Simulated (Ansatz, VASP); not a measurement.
Si in VASP and in Ansatz

```
Si
1.0
     0.00000    2.71692    2.71692
     2.71692    0.00000    2.71692
     2.71692    2.71692    0.00000
Si
2
Direct
  0.75000 0.75000 0.75000
  0.50000 0.50000 0.50000
```

Alike in both runs: task relaxation of cell and atoms; functional PBEsol; k mesh 12 × 12 × 12; occupations gaussian, width 0.02 eV; no spin polarisation.

|  | VASP | Ansatz |
| --- | --- | --- |
| version | VASP 6.6.1 | Ansatz 0.2.0 |
| potentials or method | VASP PAW PBE potentials, release 64 (Si), cutoff 600 eV | scalar-relativistic, plane waves, PAW |
| valence electrons in the cell | 8 | 8 |

```tsv
	VASP	Ansatz	Ansatz less VASP
gap on the k mesh at the Fermi level, each at its own relaxed structure (eV)	0.46	0.46	+0.003
relaxed volume (Å³/atom)	20.08	20.06	-0.021
relaxed cell length with the largest relative difference (Å)	3.844	3.842	-0.0013
```

VASP's potentials were made for PBE, not for PBEsol.
